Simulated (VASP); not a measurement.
# Ge (C2/c) in VASP: further runs

The runs below take Ge through single point, with revPBE.

Everything below comes from runs of VASP 6.6.1. Logs are shortened: lines on timing, memory, paths and dates and some standing lists are left out, and cuts for length are marked.

## Step 1: The cell of the first run

It takes space group C2/c (No. 15, monoclinic). The conventional cell has a = 2.760 Å, b = 7.062 Å, c = 3.806 Å, α = 90.00°, β = 111.09°, γ = 90.00°. Ge (site symmetry 2) has 10 Ge at 2.60 to 3.25 Å within 3.4 Å.

## Step 2: Single point, revPBE (volume scaled by 0.88)

INCAR reads:

```
SYSTEM = Ge
  PREC = Accurate
  ENCUT = 520
  EDIFF = 1E-6
  ISMEAR = -1
  SIGMA = 0.1
  LREAL = .False.
  LASPH = .True.
  NELM = 80
  ALGO = Normal
  ISIF = 2
  LWAVE = .False.
  LCHARG = .False.
  GGA = RE
  NBANDS = 21
```

KPOINTS reads:

```
Automatic mesh
0
Gamma
  14 14 10
  0 0 0
```

POSCAR reads:

```
Ge
1.0
   -2.4955974103      2.4983036021      1.3798112434
    2.4983036021     -2.4955974103      1.3798112434
    2.5098391148      2.5098391148     -1.3748548481
Ge
2
Direct
    0.9999091455      0.0000908545      1.0000000000
    0.7500908545      0.2499091455      0.5000000000
```

Potentials or basis: VASP PAW PBE potentials, release 64 (Ge_d).

Started as:

```sh
cat potpaw_PBE.64/Ge_d/POTCAR > POTCAR
mpirun -np 1 vasp_std > vasp.out
```

OUTCAR:

```text
SYSTEM = Ge
   PREC = Accurate
   ENCUT = 520
   EDIFF = 1E-6
   ISMEAR = -1
   LREAL = .False.
   LASPH = .True.
   NELM = 80
   ISIF = 2
   GGA = RE

 ion  position               nearest neighbor table
   1  1.000  0.000  0.000-   2 2.60   2 2.60   2 2.60   2 2.60
   2  0.750  0.250  0.500-   1 2.60   1 2.60   1 2.60   1 2.60

  LATTYP: Found a base centered monoclinic cell.
 ALAT       =     2.7596251406
 B/A-ratio  =     2.5592035806
 C/A-ratio  =     1.3793239435
 COS(beta)  =    -0.3599004077

  Lattice vectors:

 A1 = (  -2.4955974103,   2.4983036021,   1.3798112434)
 A2 = (   2.4983036021,  -2.4955974103,   1.3798112434)
 A3 = (   2.5098391148,   2.5098391148,  -1.3748548481)

Analysis of symmetry for initial positions (statically):
=====================================================================
 Subroutine PRICEL returns:
 Original cell was already a primitive cell.

 Routine SETGRP: Setting up the symmetry group for a
 base centered monoclinic supercell.

 Subroutine GETGRP returns: Found  4 space group operations
 (whereof  2 operations were pure point group operations)
 out of a pool of  4 trial point group operations.

The static configuration has the point symmetry C_2 .
 The point group associated with its full space group is C_2h.

Analysis of symmetry for dynamics (positions and initial velocities):
=====================================================================
 Subroutine PRICEL returns:
 Original cell was already a primitive cell.

 Routine SETGRP: Setting up the symmetry group for a
 base centered monoclinic supercell.

 Subroutine GETGRP returns: Found  4 space group operations
 (whereof  2 operations were pure point group operations)
 out of a pool of  4 trial point group operations.

The dynamic configuration has the point symmetry C_2 .
 The point group associated with its full space group is C_2h.

 Subroutine INISYM returns: Found  4 space group operations
 (whereof  2 operations are pure point group operations),
 and found     1 'primitive' translations

----------------------------------------------------------------------------------------

                                     Primitive cell

  volume of cell :      34.6074

[... 80 lines left out ...]
   ISTART =      0    job   : 0-new  1-cont  2-samecut
   ICHARG =      2    charge: 1-file 2-atom 10-const
   ISPIN  =      1    spin polarized calculation?
   LNONCOLLINEAR =      F non collinear calculations
   LSORBIT =      F    spin-orbit coupling
   LASPH  =      T    aspherical Exc in radial PAW
   ENCUT  =  520.0 eV  38.22 Ry    6.18 a.u.   7.05  7.05  7.08*2*pi/ulx,y,z
   NELM   =     80;   NELMIN=  2; NELMDL= -5     # of ELM steps
   EDIFF  = 0.1E-05   stopping-criterion for ELM
   LREAL  =      F    real-space projection
   EDIFFG = 0.1E-04   stopping-criterion for IOM
   NSW    =      0    number of steps for IOM
   IBRION =     -1    ionic relax: 0-MD 1-quasi-New 2-CG
   NFREE  =      0    steps in history (QN), initial steepest desc. (CG)
   ISIF   =      2    stress and relaxation
   ISYM   =      2    0-nonsym 1-usesym 2-fastsym
   POTIM  = 0.5000    time-step for ionic-motion
   TEBEG  =    0.0;   TEEND  =   0.0 temperature during run
   PSTRESS=    0.0 pullay stress
   NELECT =      28.0000    total number of electrons
   NUPDOWN=      -1.0000    fix difference up-down
   EMIN   =  10.00;   EMAX   =-10.00  energy-range for DOS
   EFERMI =   0.00;   METHOD = LEGACY
   ISMEAR =    -1;   SIGMA  =   0.10  broadening in eV -4-tet -1-fermi 0-gaus
   EFERMI_NEDOS =   21; number of points for ismear=-14 and -15
   IALGO  =     38    algorithm
   IMIX   =      4    mixing-type and parameters
     AMIX     =   0.40;   BMIX     =  1.00
     AMIX_MAG =   1.60;   BMIX_MAG =  1.00
  volume/ion in A,a.u.               =      17.30       116.77
  Fermi-wavevector in a.u.,A,eV,Ry     =   1.525473  2.882726 31.661692  2.327069
  Thomas-Fermi vector in A             =   2.633639
   LORBIT       =      0    0 simple, 1 ext, 2 COOP (PROOUT), +10 PAW based schemes
   GGA     = RE    functional components
   LHFCALC =     F    Hartree Fock is set to
   AEXX    =    0.0000 exact exchange contribution
   IVDW    =     0    specifies the selected vdW correction
   LEPSILON=     F    determine dielectric tensor
   LRPA    =     F    only Hartree local field effects (RPA)
 non-spin polarized calculation
  energy-cutoff  :      520.00
  volume of cell :       34.61
 maximum number of plane-waves:       954
   NGX = 15   NGY = 15   NGZ = 15

 number of electron      27.9999978 magnetization

 Free energy of the ion-electron system (eV)
  ---------------------------------------------------
  ext. energy  EPLUGINS =         0.00000000
  ---------------------------------------------------
  free energy    TOTEN  =        -7.82431053 eV

  energy without entropy =       -7.80082225  energy(sigma->0) =       -7.81256639

 E-fermi :   7.6603     XC(G=0): -11.5922

 val. band max:        7.6339085600   @ k =  -0.1429   0.2143   0.3000
 cond. band min:       7.6608476480   @ k =  -0.3571   0.0714   0.2000
 fundamental gap:      0.0269390879
 Fermi energy:         7.6602998255

 k-point     1 :       0.0000    0.0000    0.0000
  band No.  band energies     occupation
      1     -17.2162      2.00000
      2     -17.1494      2.00000
      3     -17.1281      2.00000
      4     -17.1126      2.00000
      5     -16.9964      2.00000
      6     -16.9962      2.00000
[... 565 lines left out ...]
     20      17.3349      0.00000
     21      19.3437      0.00000

 [... further k-points ...]

------------------------ aborting loop because EDIFF is reached ----------------------------------------

  FORCE on cell =-STRESS in cart. coord.  units (eV):
  Direction    XX          YY          ZZ          XY          YZ          ZX
  --------------------------------------------------------------------------------------
  -------------------------------------------------------------------------------------
  Total        2.3308659      2.3308659      2.3446961     -0.1019047      0.0057039      0.0057038
  in kB      107.9093701    107.9093701    108.5496487     -4.7177611      0.2640646      0.2640641
  external PRESSURE =     108.1227963 kB  Pullay stress =       0.0000000 kB

 VOLUME and BASIS-vectors are now :
 -----------------------------------------------------------------------------
  energy-cutoff  :      520.00
  volume of cell :       34.61
      direct lattice vectors                 reciprocal lattice vectors
    -2.495597410  2.498303602  1.379811243    -0.000925237  0.199319020  0.362173853
     2.498303602 -2.495597410  1.379811243     0.199319020 -0.000925237  0.362173853
     2.509839115  2.509839115 -1.374854848     0.199108999  0.199108999 -0.000390508

 POSITION                                       TOTAL-FORCE (eV/Angst)
 -----------------------------------------------------------------------------------
     -2.49514      2.49785      1.37981        -0.004834      0.004834      0.000000
      0.00734      2.50520      0.69238         0.004834     -0.004834     -0.000000
 -----------------------------------------------------------------------------------
    total drift:                               -0.000000      0.000000     -0.000000

  FREE ENERGIE OF THE ION-ELECTRON SYSTEM (eV)
  ---------------------------------------------------
  free  energy   TOTEN  =        -7.8243105256 eV

  energy  without entropy=       -7.8008222469  energy(sigma->0) =       -7.81256639
```

stdout:

```text
POSCAR found type information on POSCAR Ge
 POSCAR found :  1 types and       2 ions
 scaLAPACK will be used
 -----------------------------------------------------------------------------
|                                                                             |
|                                                                             |
|     You enforced a specific xc type in the INCAR file but a different       |
|     I HOPE YOU KNOW WHAT YOU ARE DOING!                                     |
|                                                                             |
 -----------------------------------------------------------------------------

 LDA part: xc-table for (Slater+PW92), standard interpolation
 POSCAR, INCAR and KPOINTS ok, starting setup
 FFT: planning ... GRIDC
 FFT: planning ... GRID_SOFT
 FFT: planning ... GRID
 WAVECAR not read
 entering main loop
```

It took 3.6 min on 1 thread of Intel Xeon 6975P-C, shared host; peak memory 0.4 GiB.

What came out:

```yaml
Free_energy: -7.8243 eV
Pressure: 10.8 GPa
Largest_force: 0.007 eV/Å
Band_gap_on_the_k_mesh: zero (band 14 reaches 9.77 eV, above the bottom of band 15 at 4.05 eV)
```

Forces on the atoms (eV/Å):
```
Ge  -0.005  0.005  0.000
Ge   0.005 -0.005  0.000
```

Stress tensor (GPa, compression positive):
```
10.79 -0.47  0.03
-0.47 10.79  0.03
 0.03  0.03 10.85
```

Caveat: the PAW data sets were made with another functional, which shifts forces and pressure a little.

## Step 3: Single point, revPBE (volume scaled by 0.92)

INCAR reads:

```
SYSTEM = Ge
  ALGO = Normal
  EDIFF = 1E-6
  ENCUT = 520
  GGA = RE
  ISIF = 2
  ISMEAR = -1
  LASPH = .True.
  LCHARG = .False.
  LREAL = .False.
  LWAVE = .False.
  NBANDS = 21
  NELM = 100
  PREC = Accurate
  SIGMA = 0.1
```

KPOINTS reads:

```
k-points
0
Gamma
  14 14 10
  0 0 0
```

POSCAR reads:

```
Ge
1.0
   -2.5328506250      2.5355972137      1.4004084777
    2.5355972137     -2.5328506250      1.4004084777
    2.5473049236      2.5473049236     -1.3953780955
Ge
2
Direct
    0.9999091455      0.0000908545      1.0000000000
    0.7500908545      0.2499091455      0.5000000000
```

Potentials or basis: VASP PAW PBE potentials, release 64 (Ge_d).

Started as:

```sh
cat potpaw_PBE.64/Ge_d/POTCAR > POTCAR
mpirun -np 1 vasp_std > vasp.out
```

Wall time 4.5 min (1 thread of Intel Xeon 6975P-C, shared host); peak memory 0.42 GiB.

The run converged. Its results:

- Free energy: -7.9103 eV
- Pressure: 6.3 GPa
- Largest force: 0.006 eV/Å
- Band gap on the k mesh: zero (band 14 reaches 9.16 eV, above the bottom of band 15 at 3.73 eV)

Forces on the atoms (eV/Å):
```
Ge  -0.004  0.004  0.000
Ge   0.004 -0.004  0.000
```

Stress tensor (GPa, compression positive):
```
 6.19 -0.43  0.01
-0.43  6.19  0.01
 0.01  0.01  6.44
```

Levels at points of the mesh, in eV from the Fermi level:
```tsv
k point	band 12	band 13	band 14	band 15	band 16	band 17
(0.00, 0.00, 0.00)	-3.74	-2.39	-2.28	3.28	7.93	7.96
(0.50, 0.00, 0.00)	-6.53	-2.53	-2.00	-1.46	2.43	3.74
(0.50, 0.50, 0.00)	-10.64	0.66	0.67	2.11	2.11	7.39
(0.00, 0.00, 0.50)	-10.67	0.73	0.73	2.21	2.21	7.46
(0.50, 0.00, 0.50)	-6.53	-2.55	-2.01	-1.48	2.42	3.68
(0.50, 0.50, 0.50)	-8.84	-6.05	-6.05	5.95	5.95	11.59
```

Caveat: the PAW data sets were made with another functional, which shifts forces and pressure a little.
